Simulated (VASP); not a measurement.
# Pt (Im-3m) in VASP: a series of runs, part 2 of 2

VASP 6.6.1. Earlier steps stand in the parts before.

## (3) Single point, r2SCAN, collinear spin, ferromagnetic start

Input file POSCAR:

```
Pt
1.0
   -1.5842200000      1.5842200000      1.5842200000
    1.5842200000     -1.5842200000      1.5842200000
    1.5842200000      1.5842200000     -1.5842200000
Pt
1
Direct
    0.0000000000      0.0000000000      0.0000000000
```

Input file INCAR.step1:

```
SYSTEM = Pt
PREC = Accurate
ENCUT = 520
ISMEAR = -1
SIGMA = 0.08
LREAL = .False.
LASPH = .True.
NELM = 150
ISPIN = 2
MAGMOM = 0.5
NUPDOWN = 0.5
LMAXMIX = 4
NBANDS = 15
GGA = PE
ALGO = Normal
EDIFF = 1E-4
LWAVE = .True.
LCHARG = .False.
```

Input file INCAR.step2:

```
SYSTEM = Pt
PREC = Accurate
ENCUT = 520
EDIFF = 1E-6
ISMEAR = -1
SIGMA = 0.08
LREAL = .False.
LASPH = .True.
NELM = 150
ALGO = Normal
ISIF = 2
LWAVE = .False.
LCHARG = .False.
ISPIN = 2
MAGMOM = 0.5
LORBIT = 11
NUPDOWN = 0.5
LMAXMIX = 4
METAGGA = R2SCAN
LMIXTAU = .True.
NBANDS = 15
ISTART = 1
```

Input file KPOINTS:

```
regular mesh
0
Gamma
  13 13 13
  0 0 0
```

Potentials or basis: VASP PAW PBE potentials, release 64 (Pt).

On the command line:

```bash
cat potpaw_PBE.64/Pt/POTCAR > POTCAR
cp INCAR.step1 INCAR
mpirun -np 1 vasp_std > vasp.out
cp INCAR.step2 INCAR
mpirun -np 1 vasp_std > vasp.out
```

OUTCAR:

```text
SYSTEM = Pt
   PREC = Accurate
   ENCUT = 520
   EDIFF = 1E-6
   ISMEAR = -1
   LREAL = .False.
   LASPH = .True.
   NELM = 150
   ISIF = 2
   ISPIN = 2
   LORBIT = 11
   NUPDOWN = 0.5
   METAGGA = R2SCAN
   ISTART = 1

 ion  position               nearest neighbor table
   1  0.000  0.000  0.000-

  LATTYP: Found a body centered cubic cell.
 ALAT       =     3.1684400000

  Lattice vectors:

 A1 = (  -1.5842200000,   1.5842200000,   1.5842200000)
 A2 = (   1.5842200000,  -1.5842200000,   1.5842200000)
 A3 = (   1.5842200000,   1.5842200000,  -1.5842200000)

Analysis of symmetry for initial positions (statically):
=====================================================================
 Subroutine PRICEL returns:
 Original cell was already a primitive cell.

 Routine SETGRP: Setting up the symmetry group for a
 body centered cubic supercell.

 Subroutine GETGRP returns: Found 48 space group operations
 (whereof 48 operations were pure point group operations)
 out of a pool of 48 trial point group operations.

The static configuration has the point symmetry O_h .

Analysis of symmetry for dynamics (positions and initial velocities):
=====================================================================
 Subroutine PRICEL returns:
 Original cell was already a primitive cell.

 Routine SETGRP: Setting up the symmetry group for a
 body centered cubic supercell.

 Subroutine GETGRP returns: Found 48 space group operations
 (whereof 48 operations were pure point group operations)
 out of a pool of 48 trial point group operations.

The dynamic configuration has the point symmetry O_h .

Analysis of structural, dynamic, and magnetic symmetry:
=====================================================================
 Subroutine PRICEL returns:
 Original cell was already a primitive cell.

 Routine SETGRP: Setting up the symmetry group for a
 body centered cubic supercell.

 Subroutine GETGRP returns: Found 48 space group operations
 (whereof 48 operations were pure point group operations)
 out of a pool of 48 trial point group operations.

The overall configuration has the point symmetry O_h .
[... 150 lines left out ...]

 spin component 1

 k-point     1 :       0.0000    0.0000    0.0000
  band No.  band energies     occupation
      1       0.1207      1.00000
      2       6.0345      1.00000
      3       6.0345      1.00000
      4       6.0345      1.00000
      5       8.6040      1.00000
      6       8.6040      1.00000
      7      27.8741      0.00000
      8      27.8741      0.00000
      9      27.8741      0.00000
     10      38.2156      0.00000
     11      38.2156      0.00000
     12      38.2715      0.00000
     13      38.2715      0.00000
     14      38.2715      0.00000
[... 403 lines left out ...]
      4       8.3523      1.00000
      5       8.7443      1.00000
      6       9.8797      0.96271
      7      22.3055      0.00000
      8      25.4577      0.00000
      9      26.7990      0.00000
     10      31.6377      0.00000
     11      37.1555      0.00000
     12      38.1073      0.00000
     13      38.1380      0.00000
     14      42.6315      0.00000
     15      42.8371      0.00000

 [... further k-points ...]

 spin component 2

 k-point     1 :       0.0000    0.0000    0.0000
  band No.  band energies     occupation
      1       0.2291      1.00000
      2       6.5258      1.00000
      3       6.5258      1.00000
      4       6.5258      1.00000
      5       8.9035      0.99982
      6       8.9035      0.99982
      7      27.9870      0.00000
      8      27.9870      0.00000
      9      27.9870      0.00000
     10      38.2686      0.00000
     11      38.2686      0.00000
     12      38.4643      0.00000
     13      38.4643      0.00000
     14      38.4644      0.00000
[... 403 lines left out ...]
      4       8.7039      0.99999
      5       9.0659      0.99863
      6      10.3634      0.00007
      7      22.5241      0.00000
      8      25.5430      0.00000
      9      26.9815      0.00000
     10      31.7715      0.00000
     11      37.3671      0.00000
     12      38.2477      0.00000
     13      38.2796      0.00000
     14      43.0825      0.00000
     15      43.1481      0.00000

 [... further k-points ...]
[... 5 lines left out ...]
  --------------------------------------------------------------------------------------
  -------------------------------------------------------------------------------------
  Total       -0.3862653     -0.3862653     -0.3862653     -0.0000000     -0.0000000      0.0000000
  in kB      -38.9125598    -38.9125598    -38.9125598     -0.0000000     -0.0000000      0.0000000
  external PRESSURE =     -38.9125598 kB  Pullay stress =       0.0000000 kB

 VOLUME and BASIS-vectors are now :
 -----------------------------------------------------------------------------
  energy-cutoff  :      520.00
  volume of cell :       15.90
      direct lattice vectors                 reciprocal lattice vectors
    -1.584220000  1.584220000  1.584220000     0.000000000  0.315612731  0.315612731
     1.584220000 -1.584220000  1.584220000     0.315612731  0.000000000  0.315612731
     1.584220000  1.584220000 -1.584220000     0.315612731  0.315612731  0.000000000

 POSITION                                       TOTAL-FORCE (eV/Angst)
 -----------------------------------------------------------------------------------
      0.00000      0.00000      0.00000        -0.000000      0.000000      0.000000
 -----------------------------------------------------------------------------------
    total drift:                                0.000000     -0.000000      0.000000

  FREE ENERGIE OF THE ION-ELECTRON SYSTEM (eV)
  ---------------------------------------------------
  free  energy   TOTEN  =       -51.3371704831 eV

  energy  without entropy=      -51.3130567052  energy(sigma->0) =      -51.32511359

 total charge

# of ion       s       p       d       tot
------------------------------------------
    1        0.619   0.516   8.052   9.187

 magnetization (x)

# of ion       s       p       d       tot
------------------------------------------
    1        0.013   0.014   0.465   0.493
```

Run time: 73 s. Hardware: 1 thread of AMD EPYC 9R45 (Zen 5), shared host; peak memory 0.12 GiB.

Results:

| Property | Result |
| --- | --- |
| Free energy | -51.3372 eV |
| Pressure | -3.9 GPa |
| Net moment | 0.50 μB per cell |
| Site moments | Pt +0.49 μB |
| Valence electrons inside the program's atomic spheres | Pt 9.19 |

Caveat: the PAW data sets were made with another functional, which shifts forces and pressure a little; the total moment is fixed, so each spin has its own Fermi level.

## (4) Single point, r2SCAN, collinear spin, ferromagnetic start

POSCAR is that of step 3.

Input file INCAR.step1:

```
PREC = Accurate ; ENCUT = 520
ISMEAR = -1 ; SIGMA = 0.08
LREAL = F ; LASPH = T
NELM = 150 ; ISPIN = 2
MAGMOM = 1 ; NUPDOWN = 1.0
LMAXMIX = 4 ; NBANDS = 15
GGA = PE ; ALGO = Normal
EDIFF = 1E-4 ; LWAVE = T
LCHARG = F
```

Input file INCAR.step2:

```
PREC = Accurate ; ENCUT = 520
EDIFF = 1E-6 ; ISMEAR = -1
SIGMA = 0.08 ; LREAL = F
LASPH = T ; NELM = 150
ALGO = Normal ; ISIF = 2
LWAVE = F ; LCHARG = F
ISPIN = 2 ; MAGMOM = 1
LORBIT = 11 ; NUPDOWN = 1.0
LMAXMIX = 4 ; METAGGA = R2SCAN
LMIXTAU = T ; NBANDS = 15
ISTART = 1
```

Input file KPOINTS:

```
regular mesh
0
Gamma
  13 13 13
```

On the command line:

```bash
cat potpaw_PBE.64/Pt/POTCAR > POTCAR
cp INCAR.step1 INCAR
mpirun -np 1 vasp_std > vasp.out
cp INCAR.step2 INCAR
mpirun -np 1 vasp_std > vasp.out
```

Run time: 1.7 min. Hardware: 1 thread of AMD EPYC 9R45 (Zen 5), shared host; peak memory 0.12 GiB.

The run converged. Its results:

```yaml
Free_energy: -51.0285 eV
Pressure: 1.4 GPa
Net_moment: 1.00 μB per cell
Site_moments: Pt +0.98 μB
Valence_electrons_inside_the_program's_atomic_spheres: Pt 9.17
```

Caveat: the PAW data sets were made with another functional, which shifts forces and pressure a little; the total moment is fixed, so each spin has its own Fermi level.

## (5) Single point, r2SCAN, collinear spin, ferromagnetic start

POSCAR is that of step 4.

Input file INCAR.step1:

```
SYSTEM = Pt
PREC = Accurate
ENCUT = 520
ISMEAR = -1
SIGMA = 0.08
LREAL = .False.
LASPH = .True.
NELM = 150
ISPIN = 2
MAGMOM = 1.4
NUPDOWN = 1.4
LMAXMIX = 4
NBANDS = 15
GGA = PE
ALGO = Normal
EDIFF = 1E-4
LWAVE = .True.
LCHARG = .False.
```

Input file INCAR.step2:

```
SYSTEM = Pt
PREC = Accurate
ENCUT = 520
EDIFF = 1E-7
ISMEAR = -1
SIGMA = 0.08
LREAL = .False.
LASPH = .True.
NELM = 150
ALGO = Normal
ISIF = 2
LWAVE = .False.
LCHARG = .True.
ISPIN = 2
MAGMOM = 1.4
LORBIT = 11
NUPDOWN = 1.4
LMAXMIX = 4
METAGGA = R2SCAN
LMIXTAU = .True.
LELF = .True.
LVHAR = .True.
NBANDS = 15
ISTART = 1
```

Input file KPOINTS:

```
Automatic mesh
0
Gamma
  13 13 13
  0 0 0
```

On the command line:

```bash
cat potpaw_PBE.64/Pt/POTCAR > POTCAR
cp INCAR.step1 INCAR
mpirun -np 1 vasp_std > vasp.out
cp INCAR.step2 INCAR
mpirun -np 1 vasp_std > vasp.out
```

It took 2.3 min on 1 thread of AMD EPYC 9R45 (Zen 5), shared host; peak memory 0.12 GiB.

Results (log left out):

```yaml
Free_energy: -50.4651 eV
Pressure: 7.9 GPa
Net_moment: 1.40 μB per cell
Site_moments: Pt +1.36 μB
Valence_electrons_inside_the_program's_atomic_spheres: Pt 9.15
```

Caveat: the PAW data sets were made with another functional, which shifts forces and pressure a little; the total moment is fixed, so each spin has its own Fermi level.

## (6) Summary

| fixed moment (μB) | pressure (GPa) | moment (μB) |
| --- | --- | --- |
| 0.2 | -5.5 | 0.20 |
| 0.5 | -3.9 | 0.50 |
| 1.0 | 1.4 | 1.00 |
| 1.4 | 7.9 | 1.40 |

Alike in all rows: task single point; level r2SCAN; potentials or basis VASP PAW PBE potentials, release 64 (Pt); spin collinear, ferromagnetic start; cell as given; k mesh 13 × 13 × 13; cutoff (eV) 520; smearing fermi-dirac 0.08 eV.

Caveats: the PAW data sets were made with another functional, which shifts forces and pressure a little; the total moment is fixed, so each spin has its own Fermi level.

Total energies depend on the potentials used, so only differences within one code and one set of settings carry meaning.
